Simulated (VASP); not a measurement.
# Se (Pm-3m) in VASP: density of states with PBE

Aim: the density of states of Se with PBE.

Program: VASP 6.6.1. These are calculated values, not measurements. Logs are shortened: lines on timing, memory, paths and dates and some standing lists are left out, and cuts for length are marked.

## Step 1: The cell of the first run

It takes space group Pm-3m (No. 221, cubic). The conventional cell has a = 2.168 Å, b = 2.168 Å, c = 2.168 Å, α = 90.00°, β = 90.00°, γ = 90.00°. Within 2.9 Å of Se (site symmetry m-3m) lie 6 Se at 2.17 Å.

## Step 2: Density of states, PBE (volume scaled by 0.45)

POSCAR reads:

```
Se
1.0
    2.1679268706      0.0000000000      0.0000000000
    0.0000000000      2.1679268706      0.0000000000
    0.0000000000      0.0000000000      2.1679268706
Se
1
Direct
    0.0000000000      0.0000000000      0.0000000000
```

INCAR.step1 reads:

```
SYSTEM = Se
PREC = Accurate
ENCUT = 520
EDIFF = 1E-7
ISMEAR = -1
SIGMA = 0.08
LREAL = .FALSE.
LASPH = .TRUE.
NELM = 100
ALGO = Normal
ISIF = 2
LWAVE = .FALSE.
LCHARG = .TRUE.
GGA = PE
NBANDS = 9
```

KPOINTS.step1 reads:

```
regular mesh
0
G
  15 15 15
  0 0 0
```

INCAR.step2 reads:

```
SYSTEM = Se
PREC = Accurate
ENCUT = 520
EDIFF = 1E-7
ISMEAR = -5
SIGMA = 0.08
LREAL = .FALSE.
LASPH = .TRUE.
NELM = 100
ALGO = Normal
ISIF = 2
LWAVE = .FALSE.
LCHARG = .FALSE.
GGA = PE
LORBIT = 11
NEDOS = 1001
ICHARG = 11
```

KPOINTS.step2 reads:

```
regular mesh
0
G
  23 23 23
  0 0 0
```

Potentials or basis: VASP PAW PBE potentials, release 64 (Se).

Run with:

```
$ cat potpaw_PBE.64/Se/POTCAR > POTCAR
$ cp INCAR.step1 INCAR
$ cp KPOINTS.step1 KPOINTS
$ mpirun -np 1 vasp_std > vasp.out
$ cp INCAR.step2 INCAR
$ cp KPOINTS.step2 KPOINTS
$ mpirun -np 1 vasp_std > vasp.out
```

OUTCAR:

```text
SYSTEM = Se
   PREC = Accurate
   ENCUT = 520
   EDIFF = 1E-7
   ISMEAR = -5
   LREAL = .FALSE.
   LASPH = .TRUE.
   NELM = 100
   ISIF = 2
   GGA = PE
   LORBIT = 11
   ICHARG = 11

 ion  position               nearest neighbor table
   1  0.000  0.000  0.000-

  LATTYP: Found a simple cubic cell.
 ALAT       =     2.1679268706

  Lattice vectors:

 A1 = (   2.1679268706,   0.0000000000,   0.0000000000)
 A2 = (   0.0000000000,   2.1679268706,   0.0000000000)
 A3 = (   0.0000000000,   0.0000000000,   2.1679268706)

Analysis of symmetry for initial positions (statically):
=====================================================================
 Subroutine PRICEL returns:
 Original cell was already a primitive cell.

 Routine SETGRP: Setting up the symmetry group for a
 simple cubic supercell.

 Subroutine GETGRP returns: Found 48 space group operations
 (whereof 48 operations were pure point group operations)
 out of a pool of 48 trial point group operations.

The static configuration has the point symmetry O_h .

Analysis of symmetry for dynamics (positions and initial velocities):
=====================================================================
 Subroutine PRICEL returns:
 Original cell was already a primitive cell.

 Routine SETGRP: Setting up the symmetry group for a
 simple cubic supercell.

 Subroutine GETGRP returns: Found 48 space group operations
 (whereof 48 operations were pure point group operations)
 out of a pool of 48 trial point group operations.

The dynamic configuration has the point symmetry O_h .

 Subroutine INISYM returns: Found 48 space group operations
 (whereof 48 operations are pure point group operations),
 and found     1 'primitive' translations

----------------------------------------------------------------------------------------

                                     Primitive cell

  volume of cell :      10.1891

  direct lattice vectors                    reciprocal lattice vectors
     2.167926871  0.000000000  0.000000000     0.461270172  0.000000000  0.000000000
     0.000000000  2.167926871  0.000000000     0.000000000  0.461270172  0.000000000
     0.000000000  0.000000000  2.167926871     0.000000000  0.000000000  0.461270172

  length of vectors
     2.167926871  2.167926871  2.167926871     0.461270172  0.461270172  0.461270172

  position of ions in fractional coordinates (direct lattice)
     0.000000000  0.000000000  0.000000000

  ion indices of the primitive-cell ions
   primitive index   ion index
                 1           1

----------------------------------------------------------------------------------------

 KPOINTS: regular mesh

Automatic generation of k-mesh.
 Grid dimensions read from file:
 generate k-points for:   23   23   23

 Generating k-lattice:

  Cartesian coordinates                     Fractional coordinates (reciprocal lattice)
     0.020055225  0.000000000  0.000000000     0.043478261  0.000000000  0.000000000
     0.000000000  0.020055225  0.000000000     0.000000000  0.043478261  0.000000000
     0.000000000  0.000000000  0.020055225     0.000000000  0.000000000  0.043478261

  Length of vectors
     0.020055225  0.020055225  0.020055225

  Shift w.r.t. Gamma in fractional coordinates (k-lattice)
     0.000000000  0.000000000  0.000000000

 TETIRR: Found   6051 inequivalent tetrahedra from    73002

 Subroutine IBZKPT returns following result:
 ===========================================

 Found    364 irreducible k-points:

 Following reciprocal coordinates:
            Coordinates               Weight
  0.000000  0.000000  0.000000      1.000000
  0.043478  0.000000  0.000000      6.000000
  0.086957  0.000000  0.000000      6.000000
  0.130435  0.000000  0.000000      6.000000
  0.173913  0.000000  0.000000      6.000000
  0.217391  0.000000  0.000000      6.000000
[... 16 lines left out ...]
  0.478261  0.043478  0.000000     24.000000
  0.086957  0.086957  0.000000     12.000000
 [... further k-points ...]
   k-points           NKPTS =    364   k-points in BZ     NKDIM =    364   number of bands    NBANDS=      7
   number of dos      NEDOS =   1001   number of ions     NIONS =      1
   total plane-waves  NPLWV =   4096
   dimension x,y,z NGX =    16 NGY =   16 NGZ =   16
   dimension x,y,z NGXF=    32 NGYF=   32 NGZF=   32
   ions per type =               1
   NGX,Y,Z   is equivalent  to a cutoff of  12.27, 12.27, 12.27 a.u.
   NGXF,Y,Z  is equivalent  to a cutoff of  24.54, 24.54, 24.54 a.u.
 SYSTEM =  Se
   PREC   = accura    normal or accurate (medium, high low for compatibility)
   ISTART =      0    job   : 0-new  1-cont  2-samecut
   ICHARG =     11    charge: 1-file 2-atom 10-const
   ISPIN  =      1    spin polarized calculation?
   LNONCOLLINEAR =      F non collinear calculations
   LSORBIT =      F    spin-orbit coupling
   LASPH  =      T    aspherical Exc in radial PAW
   ENCUT  =  520.0 eV  38.22 Ry    6.18 a.u.   4.03  4.03  4.03*2*pi/ulx,y,z
   NELM   =    100;   NELMIN=  2; NELMDL=  0     # of ELM steps
   EDIFF  = 0.1E-06   stopping-criterion for ELM
   LREAL  =      F    real-space projection
   EDIFFG = 0.1E-05   stopping-criterion for IOM
   NSW    =      0    number of steps for IOM
   IBRION =     -1    ionic relax: 0-MD 1-quasi-New 2-CG
   NFREE  =      0    steps in history (QN), initial steepest desc. (CG)
   ISIF   =      2    stress and relaxation
   ISYM   =      2    0-nonsym 1-usesym 2-fastsym
   POTIM  = 0.5000    time-step for ionic-motion
   TEBEG  =    0.0;   TEEND  =   0.0 temperature during run
   PSTRESS=    0.0 pullay stress
   NELECT =       6.0000    total number of electrons
   NUPDOWN=      -1.0000    fix difference up-down
   EMIN   =  10.00;   EMAX   =-10.00  energy-range for DOS
   EFERMI =   0.00;   METHOD = LEGACY
   ISMEAR =    -5;   SIGMA  =   0.08  broadening in eV -4-tet -1-fermi 0-gaus
   EFERMI_NEDOS =   21; number of points for ismear=-14 and -15
   IALGO  =     38    algorithm
   IMIX   =      4    mixing-type and parameters
     AMIX     =   0.40;   BMIX     =  1.00
     AMIX_MAG =   1.60;   BMIX_MAG =  1.00
  volume/ion in A,a.u.               =      10.19        68.76
  Fermi-wavevector in a.u.,A,eV,Ry     =   1.372189  2.593061 25.618448  1.882903
  Thomas-Fermi vector in A             =   2.497818
   LORBIT       =     11    0 simple, 1 ext, 2 COOP (PROOUT), +10 PAW based schemes
   GGA     = PE    functional components
   LHFCALC =     F    Hartree Fock is set to
   AEXX    =    0.0000 exact exchange contribution
   IVDW    =     0    specifies the selected vdW correction
   LEPSILON=     F    determine dielectric tensor
   LRPA    =     F    only Hartree local field effects (RPA)
 non-spin polarized calculation
 Fermi weights with tetrahedron method with Bloechl corrections
  energy-cutoff  :      520.00
  volume of cell :       10.19
 maximum number of plane-waves:       289

 number of electron       6.0000002 magnetization

 Free energy of the ion-electron system (eV)
  ---------------------------------------------------
  ext. energy  EPLUGINS =         0.00000000
  ---------------------------------------------------
  free energy    TOTEN  =         2.41461915 eV

  energy without entropy =        2.41461915  energy(sigma->0) =        2.41461915

 E-fermi :  17.9224     XC(G=0): -13.8667

 val. band max:       17.9962778991   @ k =   0.4348   0.4348   0.3043
 cond. band min:      17.6753969654   @ k =   0.0870   0.0870   0.0870
 fundamental gap:     -0.3208809337
 Fermi energy:        17.9224263785

 k-point     1 :       0.0000    0.0000    0.0000
  band No.  band energies     occupation
      1      -8.8866      2.00000
      2      21.1327      0.00000
      3      21.1327      0.00000
      4      21.1327      0.00000
      5      24.2562      0.00000
      6      24.2562      0.00000
      7      32.2511      0.00000

 k-point     2 :       0.0435    0.0000    0.0000
  band No.  band energies     occupation
      1      -8.8272      2.00000
      2      19.8841     -0.15634
      3      21.1917      0.00000
      4      21.1917      0.00000
      5      24.3043      0.00000
      6      25.3787      0.00000
      7      32.5032      0.00000

 k-point     3 :       0.0870    0.0000    0.0000
  band No.  band energies     occupation
      1      -8.6493      2.00000
      2      17.7570      1.31352
      3      21.3677      0.00000
      4      21.3677      0.00000
      5      24.4483      0.00000
      6      27.0551      0.00000
      7      33.3284      0.00000

 k-point     4 :       0.1304    0.0000    0.0000
  band No.  band energies     occupation
      1      -8.3530      2.00000
      2      15.5249      2.00000
      3      21.6581      0.00000
      4      21.6581      0.00000
      5      24.6870      0.00000
      6      28.4044      0.00000
      7      34.8232      0.00000

 k-point     5 :       0.1739    0.0000    0.0000
  band No.  band energies     occupation
      1      -7.9390      2.00000
      2      13.3183      2.00000
      3      22.0583      0.00000
      4      22.0583      0.00000
      5      25.0183      0.00000
      6      29.3749      0.00000
      7      36.8825      0.00000
[... 161 lines left out ...]
 k-point    22 :       0.4348    0.0435    0.0000
  band No.  band energies     occupation
      1      -3.2355      2.00000
      2       2.3828      2.00000
      3      24.6289      0.00000
      4      25.8819      0.00000
      5      29.2824      0.00000
      6      32.0351      0.00000
      7      34.5347      0.00000

 k-point    23 :       0.4783    0.0435    0.0000
  band No.  band energies     occupation
      1      -2.5200      2.00000
      2       1.4254      2.00000
      3      25.0077      0.00000
      4      26.2442      0.00000
      5      29.6508      0.00000
      6      31.6365      0.00000
      7      34.0483      0.00000

 k-point    24 :       0.0870    0.0870    0.0000
  band No.  band energies     occupation
      1      -8.4121      2.00000
      2      17.4525      1.89085
      3      18.6235      0.01703
      4      21.6027      0.00000
      5      25.9898      0.00000
      6      28.6990      0.00000
      7      34.0810      0.00000

 [... further k-points ...]

------------------------ aborting loop because EDIFF is reached ----------------------------------------

  FORCE on cell =-STRESS in cart. coord.  units (eV):
  Direction    XX          YY          ZZ          XY          YZ          ZX
  --------------------------------------------------------------------------------------
  -------------------------------------------------------------------------------------
  Total       17.7397450     17.7397450     17.7397450      0.0000000     -0.0000000      0.0000000
  in kB     2789.4852630   2789.4852630   2789.4852630      0.0000000     -0.0000000      0.0000000
  external PRESSURE =    2789.4852630 kB  Pullay stress =       0.0000000 kB

 VOLUME and BASIS-vectors are now :
 -----------------------------------------------------------------------------
  energy-cutoff  :      520.00
  volume of cell :       10.19
      direct lattice vectors                 reciprocal lattice vectors
     2.167926871  0.000000000  0.000000000     0.461270172  0.000000000  0.000000000
     0.000000000  2.167926871  0.000000000     0.000000000  0.461270172  0.000000000
     0.000000000  0.000000000  2.167926871     0.000000000  0.000000000  0.461270172

 POSITION                                       TOTAL-FORCE (eV/Angst)
 -----------------------------------------------------------------------------------
      0.00000      0.00000      0.00000         0.000000      0.000000      0.000000
 -----------------------------------------------------------------------------------
    total drift:                                0.000000     -0.000000     -0.000000

  FREE ENERGIE OF THE ION-ELECTRON SYSTEM (eV)
  ---------------------------------------------------
  free  energy   TOTEN  =         2.4146191462 eV

  energy  without entropy=        2.4146191462  energy(sigma->0) =        2.41461915

 total charge

# of ion       s       p       d       tot
------------------------------------------
    1        1.546   2.574   0.541   4.661
```

Wall time 8.7 s (1 thread of Intel Xeon Platinum 8559C (Emerald Rapids), shared host); peak memory 0.13 GiB.

What came out:

```
Valence electrons inside the program's atomic spheres : Se 4.66
```

Caveat: tetrahedron occupations give inexact forces and stress in metals.
